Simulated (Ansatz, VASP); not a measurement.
# Hf in VASP and in Ansatz

```xyz
2
Lattice="3.0926 0.0000 0.0000 -1.5463 2.6783 0.0000 0.0000 0.0000 4.8650" Properties=species:S:1:pos:R:3 pbc="T T T"
Hf    0.0000    1.7855    1.2163
Hf    1.5463    0.8928    3.6488
```

Alike in both runs: task single point; functional PBE; k mesh 18 × 18 × 10; occupations gaussian, width 0.15 eV; no spin polarisation.

```csv
,VASP,Ansatz
version,VASP 6.6.1,Ansatz 0.2.0
potentials or method,"VASP PAW PBE potentials, release 64 (Hf_pv), cutoff 500 eV","scalar-relativistic, plane waves, PAW"
valence electrons in the cell,20,52
```

VASP gave:

- gap on the k mesh at the Fermi level (eV): none
- pressure (GPa): 14.1
- traceless stress, the component that is largest in VASP (GPa): 0.99

Task: Which values does Ansatz return?

Result: gap on the k mesh at the Fermi level (eV): none; pressure (GPa): 14.6; traceless stress, the component that is largest in VASP (GPa): 1.09.

A gap of «none» marks a metal or a gap that the smearing closes. The functional is the same, so the differences come from potentials, cutoffs and numerics. VASP's potentials hold 20 valence electrons a cell and Ansatz's 52, so a difference there can come from the potentials and not from the codes.

Neither program's run includes spin-orbit coupling.
